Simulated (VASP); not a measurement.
# Er (Fd-3m) in VASP: single point with LDA

Aim: the single point of Er with LDA.

Program: VASP 6.6.1. These are calculated values, not measurements. Logs are shortened: lines on timing, memory, paths and dates and some standing lists are left out, and cuts for length are marked.

## Step 1: The cell of the first run

The structure is cubic, space group Fd-3m (No. 227). The conventional cell has a = 5.721 Å, b = 5.721 Å, c = 5.721 Å, α = 90.00°, β = 90.00°, γ = 90.00°. Within 3.3 Å of Er (site symmetry -43m) lie 4 Er at 2.48 Å.

## Step 2: Single point, LDA

Input file INCAR:

```
SYSTEM = Er
PREC = Accurate
ENCUT = 520
EDIFF = 1E-6
ISMEAR = -1
SIGMA = 0.13605693000000002
LREAL = .FALSE.
LASPH = .TRUE.
NELM = 100
ALGO = Normal
ISIF = 2
LWAVE = .FALSE.
LCHARG = .FALSE.
GGA = CA
NBANDS = 29
```

Input file KPOINTS:

```
regular mesh
0
G
  8 8 8
  0 0 0
```

Input file POSCAR:

```
Er
1.0
    0.0000000000      2.8602585060      2.8602585060
    2.8602585060      0.0000000000      2.8602585060
    2.8602585060      2.8602585060      0.0000000000
Er
2
Direct
    0.0000000000      0.0000000000      0.0000000000
    0.2500000000      0.2500000000      0.2500000000
```

Potentials or basis: VASP PAW PBE potentials, release 64 (Er).

Launch:

```sh
cat potpaw_PBE.64/Er/POTCAR > POTCAR
mpirun -np 1 vasp_std > vasp.out
```

OUTCAR:

```text
SYSTEM = Er
   PREC = Accurate
   ENCUT = 520
   EDIFF = 1E-6
   ISMEAR = -1
   LREAL = .FALSE.
   LASPH = .TRUE.
   NELM = 100
   ISIF = 2
   GGA = CA

 ion  position               nearest neighbor table
   1  0.000  0.000  0.000-   2 2.48   2 2.48   2 2.48   2 2.48
   2  0.250  0.250  0.250-   1 2.48   1 2.48   1 2.48   1 2.48

  LATTYP: Found a face centered cubic cell.
 ALAT       =     5.7205170120

  Lattice vectors:

 A1 = (   0.0000000000,   2.8602585060,   2.8602585060)
 A2 = (   2.8602585060,   0.0000000000,   2.8602585060)
 A3 = (   2.8602585060,   2.8602585060,   0.0000000000)

Analysis of symmetry for initial positions (statically):
=====================================================================
 Subroutine PRICEL returns:
 Original cell was already a primitive cell.

 Routine SETGRP: Setting up the symmetry group for a
 face centered cubic supercell.

 Subroutine GETGRP returns: Found 48 space group operations
 (whereof 24 operations were pure point group operations)
 out of a pool of 48 trial point group operations.

The static configuration has the point symmetry T_d .
 The point group associated with its full space group is O_h .

Analysis of symmetry for dynamics (positions and initial velocities):
=====================================================================
 Subroutine PRICEL returns:
 Original cell was already a primitive cell.

 Routine SETGRP: Setting up the symmetry group for a
 face centered cubic supercell.

 Subroutine GETGRP returns: Found 48 space group operations
 (whereof 24 operations were pure point group operations)
 out of a pool of 48 trial point group operations.

The dynamic configuration has the point symmetry T_d .
 The point group associated with its full space group is O_h .

 Subroutine INISYM returns: Found 48 space group operations
 (whereof 24 operations are pure point group operations),
 and found     1 'primitive' translations

----------------------------------------------------------------------------------------

                                     Primitive cell

  volume of cell :      46.8000

  direct lattice vectors                    reciprocal lattice vectors
     0.000000000  2.860258506  2.860258506    -0.174809374  0.174809374  0.174809374
     2.860258506  0.000000000  2.860258506     0.174809374 -0.174809374  0.174809374
     2.860258506  2.860258506  0.000000000     0.174809374  0.174809374 -0.174809374

  length of vectors
     4.045016371  4.045016371  4.045016371     0.302778718  0.302778718  0.302778718

  position of ions in fractional coordinates (direct lattice)
     0.000000000  0.000000000  0.000000000
     0.250000000  0.250000000  0.250000000

  ion indices of the primitive-cell ions
   primitive index   ion index
                 1           1
                 2           2

----------------------------------------------------------------------------------------

 KPOINTS: regular mesh

Automatic generation of k-mesh.
 Grid dimensions read from file:
 generate k-points for:    8    8    8

 Generating k-lattice:

  Cartesian coordinates                     Fractional coordinates (reciprocal lattice)
    -0.021851172  0.021851172  0.021851172     0.125000000  0.000000000  0.000000000
     0.021851172 -0.021851172  0.021851172     0.000000000  0.125000000  0.000000000
     0.021851172  0.021851172 -0.021851172     0.000000000  0.000000000  0.125000000

  Length of vectors
     0.037847340  0.037847340  0.037847340

  Shift w.r.t. Gamma in fractional coordinates (k-lattice)
     0.000000000  0.000000000  0.000000000

 Subroutine IBZKPT returns following result:
 ===========================================

 Found     29 irreducible k-points:

 Following reciprocal coordinates:
            Coordinates               Weight
  0.000000  0.000000  0.000000      1.000000
  0.125000  0.000000  0.000000      8.000000
  0.250000  0.000000  0.000000      8.000000
  0.375000  0.000000  0.000000      8.000000
  0.500000  0.000000  0.000000      4.000000
  0.125000  0.125000  0.000000      6.000000
[... 16 lines left out ...]
  0.500000  0.250000  0.125000     48.000000
 -0.375000  0.250000  0.125000     24.000000
 [... further k-points ...]
   k-points           NKPTS =     29   k-points in BZ     NKDIM =     29   number of bands    NBANDS=     29
   number of dos      NEDOS =    301   number of ions     NIONS =      2
   total plane-waves  NPLWV =  27000
   dimension x,y,z NGX =    30 NGY =   30 NGZ =   30
   dimension x,y,z NGXF=    60 NGYF=   60 NGZF=   60
   ions per type =               2
   NGX,Y,Z   is equivalent  to a cutoff of  12.33, 12.33, 12.33 a.u.
   NGXF,Y,Z  is equivalent  to a cutoff of  24.66, 24.66, 24.66 a.u.
 SYSTEM =  Er
   PREC   = accura    normal or accurate (medium, high low for compatibility)
   ISTART =      0    job   : 0-new  1-cont  2-samecut
   ICHARG =      2    charge: 1-file 2-atom 10-const
   ISPIN  =      1    spin polarized calculation?
   LNONCOLLINEAR =      F non collinear calculations
   LSORBIT =      F    spin-orbit coupling
   LASPH  =      T    aspherical Exc in radial PAW
   ENCUT  =  520.0 eV  38.22 Ry    6.18 a.u.   7.52  7.52  7.52*2*pi/ulx,y,z
   NELM   =    100;   NELMIN=  2; NELMDL= -5     # of ELM steps
   EDIFF  = 0.1E-05   stopping-criterion for ELM
   LREAL  =      F    real-space projection
   EDIFFG = 0.1E-04   stopping-criterion for IOM
   NSW    =      0    number of steps for IOM
   IBRION =     -1    ionic relax: 0-MD 1-quasi-New 2-CG
   NFREE  =      0    steps in history (QN), initial steepest desc. (CG)
   ISIF   =      2    stress and relaxation
   ISYM   =      2    0-nonsym 1-usesym 2-fastsym
   POTIM  = 0.5000    time-step for ionic-motion
   TEBEG  =    0.0;   TEEND  =   0.0 temperature during run
   PSTRESS=    0.0 pullay stress
   NELECT =      44.0000    total number of electrons
   NUPDOWN=      -1.0000    fix difference up-down
   EMIN   =  10.00;   EMAX   =-10.00  energy-range for DOS
   EFERMI =   0.00;   METHOD = LEGACY
   ISMEAR =    -1;   SIGMA  =   0.14  broadening in eV -4-tet -1-fermi 0-gaus
   EFERMI_NEDOS =   21; number of points for ismear=-14 and -15
   IALGO  =     38    algorithm
   IMIX   =      4    mixing-type and parameters
     AMIX     =   0.40;   BMIX     =  1.00
     AMIX_MAG =   1.60;   BMIX_MAG =  1.00
  volume/ion in A,a.u.               =      23.40       157.91
  Fermi-wavevector in a.u.,A,eV,Ry     =   1.603776  3.030698 34.995520  2.572098
  Thomas-Fermi vector in A             =   2.700386
   LORBIT       =      0    0 simple, 1 ext, 2 COOP (PROOUT), +10 PAW based schemes
   GGA     = CA    functional components
   LHFCALC =     F    Hartree Fock is set to
   AEXX    =    0.0000 exact exchange contribution
   IVDW    =     0    specifies the selected vdW correction
   LEPSILON=     F    determine dielectric tensor
   LRPA    =     F    only Hartree local field effects (RPA)
 non-spin polarized calculation
  energy-cutoff  :      520.00
  volume of cell :       46.80
 maximum number of plane-waves:      1283
   NGX = 15   NGY = 15   NGZ = 15

 number of electron      44.0000036 magnetization

 Free energy of the ion-electron system (eV)
  ---------------------------------------------------
  ext. energy  EPLUGINS =         0.00000000
  ---------------------------------------------------
  free energy    TOTEN  =        -7.84830204 eV

  energy without entropy =       -6.81606903  energy(sigma->0) =       -7.33218554

 E-fermi :   2.4529     XC(G=0): -11.6166

 val. band max:        2.4470356010   @ k =  -0.3750   0.3750   0.0000
 cond. band min:       2.4606723350   @ k =  -0.3750   0.3750   0.1250
 fundamental gap:      0.0136367340
 Fermi energy:         2.4528946045

 k-point     1 :       0.0000    0.0000    0.0000
  band No.  band energies     occupation
      1     -46.1858      2.00000
      2     -44.6520      2.00000
      3     -21.3501      2.00000
      4     -21.3501      2.00000
      5     -21.3501      2.00000
      6     -18.9628      2.00000
[... 21 lines left out ...]
     28       5.1359      0.00000
     29       7.9977      0.00000

 k-point     2 :       0.1250    0.0000    0.0000
  band No.  band energies     occupation
      1     -46.1456      2.00000
      2     -44.6992      2.00000
      3     -21.4057      2.00000
      4     -21.4057      2.00000
      5     -21.3662      2.00000
      6     -18.9372      2.00000
[... 21 lines left out ...]
     28       5.5457      0.00000
     29       7.0862      0.00000

 k-point     3 :       0.2500    0.0000    0.0000
  band No.  band energies     occupation
      1     -46.0361      2.00000
      2     -44.8255      2.00000
      3     -21.5282      2.00000
      4     -21.5282      2.00000
      5     -21.4137      2.00000
      6     -18.8593      2.00000
[... 21 lines left out ...]
     28       5.8146      0.00000
     29       5.8146      0.00000

 k-point     4 :       0.3750    0.0000    0.0000
  band No.  band energies     occupation
      1     -45.8977      2.00000
      2     -44.9807      2.00000
      3     -21.6382      2.00000
      4     -21.6382      2.00000
      5     -21.4717      2.00000
      6     -18.7607      2.00000
[... 21 lines left out ...]
     28       5.2155      0.00000
     29       5.8473      0.00000

 k-point     5 :       0.5000    0.0000    0.0000
  band No.  band energies     occupation
      1     -45.8244      2.00000
      2     -45.0609      2.00000
      3     -21.6807      2.00000
      4     -21.6807      2.00000
      5     -21.4982      2.00000
      6     -18.7143      2.00000
[... 21 lines left out ...]
     28       4.7987      0.00000
     29       6.6082      0.00000
[... 510 lines left out ...]
     28       5.8748      0.00000
     29       7.2876      0.00000

 k-point    22 :       0.3750    0.2500    0.1250
  band No.  band energies     occupation
      1     -45.9368      2.00000
      2     -44.9373      2.00000
      3     -21.8214      2.00000
      4     -21.6751      2.00000
      5     -21.0532      2.00000
      6     -19.2445      2.00000
[... 21 lines left out ...]
     28       6.1187      0.00000
     29       7.1271      0.00000

 k-point    23 :       0.5000    0.2500    0.1250
  band No.  band energies     occupation
      1     -45.7967      2.00000
      2     -45.0908      2.00000
      3     -21.9768      2.00000
      4     -21.7708      2.00000
      5     -20.9300      2.00000
      6     -19.3210      2.00000
[... 21 lines left out ...]
     28       6.1775      0.00000
     29       7.3723      0.00000

 k-point    24 :      -0.3750    0.2500    0.1250
  band No.  band energies     occupation
      1     -45.7164      2.00000
      2     -45.1767      2.00000
      3     -22.0329      2.00000
      4     -21.8143      2.00000
      5     -20.8789      2.00000
      6     -19.3480      2.00000
[... 21 lines left out ...]
     28       6.2344      0.00000
     29       7.3815      0.00000

 [... further k-points ...]
[... 5 lines left out ...]
  --------------------------------------------------------------------------------------
  -------------------------------------------------------------------------------------
  Total        0.2012697      0.2012697      0.2012697      0.0000000      0.0000000      0.0000000
  in kB        6.8903776      6.8903776      6.8903776      0.0000000      0.0000000      0.0000000
  external PRESSURE =       6.8903776 kB  Pullay stress =       0.0000000 kB

 VOLUME and BASIS-vectors are now :
 -----------------------------------------------------------------------------
  energy-cutoff  :      520.00
  volume of cell :       46.80
      direct lattice vectors                 reciprocal lattice vectors
     0.000000000  2.860258506  2.860258506    -0.174809374  0.174809374  0.174809374
     2.860258506  0.000000000  2.860258506     0.174809374 -0.174809374  0.174809374
     2.860258506  2.860258506  0.000000000     0.174809374  0.174809374 -0.174809374

 POSITION                                       TOTAL-FORCE (eV/Angst)
 -----------------------------------------------------------------------------------
      0.00000      0.00000      0.00000        -0.000000     -0.000000     -0.000000
      1.43013      1.43013      1.43013         0.000000      0.000000      0.000000
 -----------------------------------------------------------------------------------
    total drift:                                0.000000     -0.000000      0.000000

  FREE ENERGIE OF THE ION-ELECTRON SYSTEM (eV)
  ---------------------------------------------------
  free  energy   TOTEN  =        -7.8483020418 eV

  energy  without entropy=       -6.8160690313  energy(sigma->0) =       -7.33218554
```

It took 3.4 min on 1 thread of Intel Xeon Platinum 8488C (Sapphire Rapids), shared host; peak memory 0.18 GiB.

What came out:

- Free energy: -7.8483 eV
- Pressure: 0.7 GPa
- Band gap on the k mesh: zero (band 22 reaches 2.41 eV, above the bottom of band 23 at 2.36 eV)

Caveat: the PAW data sets were made with another functional, which shifts forces and pressure a little; spin-orbit coupling is left out, which moves the levels of the heavy elements.
